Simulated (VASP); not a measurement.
# V (Im-3m) in VASP: further runs

Runs on V. Level: BLYP. Tasks: single point.

All numbers are computed with VASP 6.6.1; they aren't measurements. Logs are shortened: lines on timing, memory, paths and dates and some standing lists are left out, and cuts for length are marked.

## Step 1: The cell of the first run

The structure is cubic, space group Im-3m (No. 229). Conventional cell: a = 3.027 Å, b = 3.027 Å, c = 3.027 Å, α = 90.00°, β = 90.00°, γ = 90.00°. V (site symmetry m-3m) has 14 V at 2.62 to 3.03 Å within 3.5 Å.

## Step 2: Single point, BLYP

Contents of INCAR:

```
AGGAC    = 1.0          
AGGAX    = 1.0          
ALDAC    = 0.0          
ALDAX    = 1.0          
ALGO     = Normal         # electronic algorithm
EDIFF    = 1E-7           # SCF threshold, eV
ENCUT    = 520            # plane-wave cutoff, eV
GGA      = B5             # functional
ISIF     = 2              # what is computed and relaxed
ISMEAR   = -1             # smearing method
LASPH    = T              # aspherical terms in the spheres
LCHARG   = F              # write CHGCAR
LREAL    = F              # projectors in reciprocal space
LWAVE    = F              # write WAVECAR
NBANDS   = 12             # bands
NELM     = 60             # most SCF steps
PREC     = Accurate       # precision mode
SIGMA    = 0.1            # smearing width, eV
```

Contents of KPOINTS:

```
k-points
0
Gamma
  24 24 24
```

Contents of POSCAR:

```
V
1.0
   -1.5133741620      1.5133741620      1.5133741620
    1.5133741620     -1.5133741620      1.5133741620
    1.5133741620      1.5133741620     -1.5133741620
V
1
Direct
    0.0000000000      0.0000000000      0.0000000000
```

Potentials or basis: VASP PAW PBE potentials, release 64 (V_sv).

Launch:

```bash
$ cat potpaw_PBE.64/V_sv/POTCAR > POTCAR
$ mpirun -np 1 vasp_std > vasp.out
```

OUTCAR:

```text
EDIFF = 1E-7
   ENCUT = 520
   GGA = B5
   ISIF = 2
   ISMEAR = -1
   LASPH = T
   LREAL = F
   NELM = 60
   PREC = Accurate

 ion  position               nearest neighbor table
   1  0.000  0.000  0.000-

  LATTYP: Found a body centered cubic cell.
 ALAT       =     3.0267483240

  Lattice vectors:

 A1 = (  -1.5133741620,   1.5133741620,   1.5133741620)
 A2 = (   1.5133741620,  -1.5133741620,   1.5133741620)
 A3 = (   1.5133741620,   1.5133741620,  -1.5133741620)

Analysis of symmetry for initial positions (statically):
=====================================================================
 Subroutine PRICEL returns:
 Original cell was already a primitive cell.

 Routine SETGRP: Setting up the symmetry group for a
 body centered cubic supercell.

 Subroutine GETGRP returns: Found 48 space group operations
 (whereof 48 operations were pure point group operations)
 out of a pool of 48 trial point group operations.

The static configuration has the point symmetry O_h .

Analysis of symmetry for dynamics (positions and initial velocities):
=====================================================================
 Subroutine PRICEL returns:
 Original cell was already a primitive cell.

 Routine SETGRP: Setting up the symmetry group for a
 body centered cubic supercell.

 Subroutine GETGRP returns: Found 48 space group operations
 (whereof 48 operations were pure point group operations)
 out of a pool of 48 trial point group operations.

The dynamic configuration has the point symmetry O_h .

 Subroutine INISYM returns: Found 48 space group operations
 (whereof 48 operations are pure point group operations),
 and found     1 'primitive' translations

----------------------------------------------------------------------------------------

                                     Primitive cell

  volume of cell :      13.8643

  direct lattice vectors                    reciprocal lattice vectors
    -1.513374162  1.513374162  1.513374162     0.000000000  0.330387562  0.330387562
     1.513374162 -1.513374162  1.513374162     0.330387562  0.000000000  0.330387562
     1.513374162  1.513374162 -1.513374162     0.330387562  0.330387562  0.000000000

  length of vectors
     2.621240939  2.621240939  2.621240939     0.467238571  0.467238571  0.467238571

  position of ions in fractional coordinates (direct lattice)
     0.000000000  0.000000000  0.000000000

  ion indices of the primitive-cell ions
   primitive index   ion index
                 1           1

----------------------------------------------------------------------------------------

 KPOINTS: k-points

Automatic generation of k-mesh.
 Grid dimensions read from file:
 generate k-points for:   24   24   24

 Generating k-lattice:

  Cartesian coordinates                     Fractional coordinates (reciprocal lattice)
     0.000000000  0.013766148  0.013766148     0.041666667  0.000000000  0.000000000
     0.013766148  0.000000000  0.013766148     0.000000000  0.041666667  0.000000000
     0.013766148  0.013766148  0.000000000     0.000000000  0.000000000  0.041666667

  Length of vectors
     0.019468274  0.019468274  0.019468274

  Shift w.r.t. Gamma in fractional coordinates (k-lattice)
     0.000000000  0.000000000  0.000000000

 Subroutine IBZKPT returns following result:
 ===========================================

 Found    413 irreducible k-points:

 Following reciprocal coordinates:
            Coordinates               Weight
  0.000000  0.000000  0.000000      1.000000
  0.041667  0.000000  0.000000     12.000000
  0.083333  0.000000  0.000000     12.000000
  0.125000  0.000000  0.000000     12.000000
  0.166667  0.000000  0.000000     12.000000
  0.208333  0.000000  0.000000     12.000000
[... 16 lines left out ...]
  0.416667  0.041667  0.000000     48.000000
  0.458333  0.041667  0.000000     48.000000
 [... further k-points ...]
   k-points           NKPTS =    413   k-points in BZ     NKDIM =    413   number of bands    NBANDS=     12
   number of dos      NEDOS =    301   number of ions     NIONS =      1
   total plane-waves  NPLWV =   8000
   dimension x,y,z NGX =    20 NGY =   20 NGZ =   20
   dimension x,y,z NGXF=    40 NGYF=   40 NGZF=   40
   ions per type =               1
   NGX,Y,Z   is equivalent  to a cutoff of  12.68, 12.68, 12.68 a.u.
   NGXF,Y,Z  is equivalent  to a cutoff of  25.37, 25.37, 25.37 a.u.
 SYSTEM =  unknown system
   PREC   = accura    normal or accurate (medium, high low for compatibility)
   ISTART =      0    job   : 0-new  1-cont  2-samecut
   ICHARG =      2    charge: 1-file 2-atom 10-const
   ISPIN  =      1    spin polarized calculation?
   LNONCOLLINEAR =      F non collinear calculations
   LSORBIT =      F    spin-orbit coupling
   LASPH  =      T    aspherical Exc in radial PAW
   ENCUT  =  520.0 eV  38.22 Ry    6.18 a.u.   4.87  4.87  4.87*2*pi/ulx,y,z
   NELM   =     60;   NELMIN=  2; NELMDL= -5     # of ELM steps
   EDIFF  = 0.1E-06   stopping-criterion for ELM
   LREAL  =      F    real-space projection
   EDIFFG = 0.1E-05   stopping-criterion for IOM
   NSW    =      0    number of steps for IOM
   IBRION =     -1    ionic relax: 0-MD 1-quasi-New 2-CG
   NFREE  =      0    steps in history (QN), initial steepest desc. (CG)
   ISIF   =      2    stress and relaxation
   ISYM   =      2    0-nonsym 1-usesym 2-fastsym
   POTIM  = 0.5000    time-step for ionic-motion
   TEBEG  =    0.0;   TEEND  =   0.0 temperature during run
   PSTRESS=    0.0 pullay stress
   NELECT =      13.0000    total number of electrons
   NUPDOWN=      -1.0000    fix difference up-down
   EMIN   =  10.00;   EMAX   =-10.00  energy-range for DOS
   EFERMI =   0.00;   METHOD = LEGACY
   ISMEAR =    -1;   SIGMA  =   0.10  broadening in eV -4-tet -1-fermi 0-gaus
   EFERMI_NEDOS =   21; number of points for ismear=-14 and -15
   IALGO  =     38    algorithm
   IMIX   =      4    mixing-type and parameters
     AMIX     =   0.40;   BMIX     =  1.00
     AMIX_MAG =   1.60;   BMIX_MAG =  1.00
  volume/ion in A,a.u.               =      13.86        93.56
  Fermi-wavevector in a.u.,A,eV,Ry     =   1.602346  3.027995 34.933131  2.567513
  Thomas-Fermi vector in A             =   2.699181
   LORBIT       =      0    0 simple, 1 ext, 2 COOP (PROOUT), +10 PAW based schemes
   GGA     = B5    functional components
   LHFCALC =     F    Hartree Fock is set to
   AEXX    =    0.0000 exact exchange contribution
   IVDW    =     0    specifies the selected vdW correction
   LEPSILON=     F    determine dielectric tensor
   LRPA    =     F    only Hartree local field effects (RPA)
 non-spin polarized calculation
  energy-cutoff  :      520.00
  volume of cell :       13.86
 maximum number of plane-waves:       384
   NGX =  9   NGY =  9   NGZ =  9

 number of electron      12.9999996 magnetization

 Free energy of the ion-electron system (eV)
  ---------------------------------------------------
  ext. energy  EPLUGINS =         0.00000000
  ---------------------------------------------------
  free energy    TOTEN  =        -7.87202737 eV

  energy without entropy =       -7.81207771  energy(sigma->0) =       -7.84205254

 E-fermi :   9.8526     XC(G=0): -12.1959

 val. band max:        9.8495230509   @ k =  -0.2083   0.2500   0.0833
 cond. band min:       9.8579002351   @ k =  -0.3750   0.4167   0.1667
 fundamental gap:      0.0083771842
 Fermi energy:         9.8525895153

 k-point     1 :       0.0000    0.0000    0.0000
  band No.  band energies     occupation
      1     -53.6421      2.00000
      2     -27.1649      2.00000
      3     -27.1649      2.00000
      4     -27.1649      2.00000
      5       3.4918      2.00000
      6      10.1742      0.07716
      7      10.1742      0.07716
      8      10.1742      0.07716
      9      12.1381      0.00000
     10      12.1381      0.00000
     11      30.2847      0.00000
     12      30.2847      0.00000

 k-point     2 :       0.0417    0.0000    0.0000
  band No.  band energies     occupation
      1     -53.6391      2.00000
      2     -27.1797      2.00000
      3     -27.1695      2.00000
      4     -27.1650      2.00000
      5       3.5606      2.00000
      6      10.1458      0.10120
      7      10.1693      0.08086
      8      10.2224      0.04837
      9      12.1045      0.00000
     10      12.1399      0.00000
     11      30.1541      0.00000
     12      30.2759      0.00000

 k-point     3 :       0.0833    0.0000    0.0000
  band No.  band energies     occupation
      1     -53.6302      2.00000
      2     -27.2227      2.00000
      3     -27.1827      2.00000
      4     -27.1653      2.00000
      5       3.7641      2.00000
      6      10.0634      0.21660
      7      10.1497      0.09749
      8      10.3652      0.01181
      9      12.0163      0.00000
     10      12.1458      0.00000
     11      29.7608      0.00000
     12      30.2168      0.00000
[... 286 lines left out ...]
 k-point    23 :       0.4167    0.0417    0.0000
  band No.  band energies     occupation
      1     -53.4678      2.00000
      2     -27.9593      2.00000
      3     -27.4201      2.00000
      4     -27.1760      2.00000
      5       6.8362      2.00000
      6       8.7747      1.99996
      7      11.0323      0.00002
      8      12.1076      0.00000
      9      12.5221      0.00000
     10      13.6549      0.00000
     11      20.2821      0.00000
     12      25.8393      0.00000

 k-point    24 :       0.4583    0.0417    0.0000
  band No.  band energies     occupation
      1     -53.4616      2.00000
      2     -27.9856      2.00000
      3     -27.4290      2.00000
      4     -27.1762      2.00000
      5       6.8429      2.00000
      6       8.7318      1.99997
      7      11.3399      0.00000
      8      12.1095      0.00000
      9      12.5756      0.00000
     10      13.8281      0.00000
     11      19.7474      0.00000
     12      25.6730      0.00000

 [... further k-points ...]
[... 5 lines left out ...]
  --------------------------------------------------------------------------------------
  -------------------------------------------------------------------------------------
  Total        0.0281349      0.0281349      0.0281349      0.0000000      0.0000000     -0.0000000
  in kB        3.2513017      3.2513017      3.2513017      0.0000000      0.0000000     -0.0000000
  external PRESSURE =       3.2513017 kB  Pullay stress =       0.0000000 kB

 VOLUME and BASIS-vectors are now :
 -----------------------------------------------------------------------------
  energy-cutoff  :      520.00
  volume of cell :       13.86
      direct lattice vectors                 reciprocal lattice vectors
    -1.513374162  1.513374162  1.513374162     0.000000000  0.330387562  0.330387562
     1.513374162 -1.513374162  1.513374162     0.330387562  0.000000000  0.330387562
     1.513374162  1.513374162 -1.513374162     0.330387562  0.330387562  0.000000000

 POSITION                                       TOTAL-FORCE (eV/Angst)
 -----------------------------------------------------------------------------------
      0.00000      0.00000      0.00000        -0.000000     -0.000000      0.000000
 -----------------------------------------------------------------------------------
    total drift:                                0.000000      0.000000      0.000000

  FREE ENERGIE OF THE ION-ELECTRON SYSTEM (eV)
  ---------------------------------------------------
  free  energy   TOTEN  =        -7.8720273684 eV

  energy  without entropy=       -7.8120777063  energy(sigma->0) =       -7.84205254
```

Run time: 34 s. Hardware: 1 thread of Intel Xeon 6975P-C (Granite Rapids), shared host; peak memory 0.17 GiB.

What came out:

* Free energy: -7.8720 eV
* Pressure: 0.3 GPa

Levels at points of the mesh, in eV from the Fermi level:
| k point | band 4 | band 5 | band 6 | band 7 | band 8 | band 9 | band 10 | band 11 |
| --- | --- | --- | --- | --- | --- | --- | --- | --- |
| (0.00, 0.00, 0.00) | -37.02 | -6.36 | 0.32 | 0.32 | 0.32 | 2.29 | 2.29 | 20.43 |
| (0.50, 0.00, 0.00) | -37.02 | -3.05 | -1.13 | 1.74 | 2.27 | 2.62 | 3.87 | 9.83 |
| (0.50, 0.50, 0.50) | -37.59 | -2.85 | -2.85 | 3.49 | 3.49 | 3.49 | 10.06 | 10.06 |

Caveat: the PAW data sets were made with another functional, which shifts forces and pressure a little.

## Step 3: Single point, BLYP

Contents of INCAR:

```
SYSTEM = V
  PREC = Accurate
  ENCUT = 520
  EDIFF = 1E-6
  ISMEAR = -1
  SIGMA = 0.1
  LREAL = .False.
  LASPH = .True.
  NELM = 100
  ALGO = Normal
  ISIF = 2
  LWAVE = .False.
  LCHARG = .True.
  GGA = B5
  ALDAX = 1.0
  AGGAX = 1.0
  AGGAC = 1.0
  ALDAC = 0.0
  LELF = .True.
  LVHAR = .True.
  NBANDS = 12
```

Contents of KPOINTS:

```
Automatic mesh
0
Gamma
  24 24 24
  0 0 0
```

POSCAR is that of step 2.

Potentials or basis: VASP PAW PBE potentials, release 64 (V_sv).

Launch:

```bash
$ cat potpaw_PBE.64/V_sv/POTCAR > POTCAR
$ mpirun -np 1 vasp_std > vasp.out
```

It took 34 s on 1 thread of Intel Xeon 6975P-C (Granite Rapids), shared host; peak memory 0.17 GiB.

It converged, with:

- Free energy: -7.8720 eV
- Pressure: 0.4 GPa

Levels at points of the mesh, in eV from the Fermi level:
```csv
k point,band 4,band 5,band 6,band 7,band 8,band 9,band 10,band 11
"(0.00, 0.00, 0.00)",-37.02,-6.36,0.32,0.32,0.32,2.29,2.29,20.43
"(0.50, 0.00, 0.00)",-37.02,-3.05,-1.13,1.74,2.27,2.61,3.87,9.83
"(0.50, 0.50, 0.50)",-37.59,-2.85,-2.85,3.49,3.49,3.49,10.06,10.06
```

Caveat: the PAW data sets were made with another functional, which shifts forces and pressure a little.

(Part 1 of 2 ends here.)
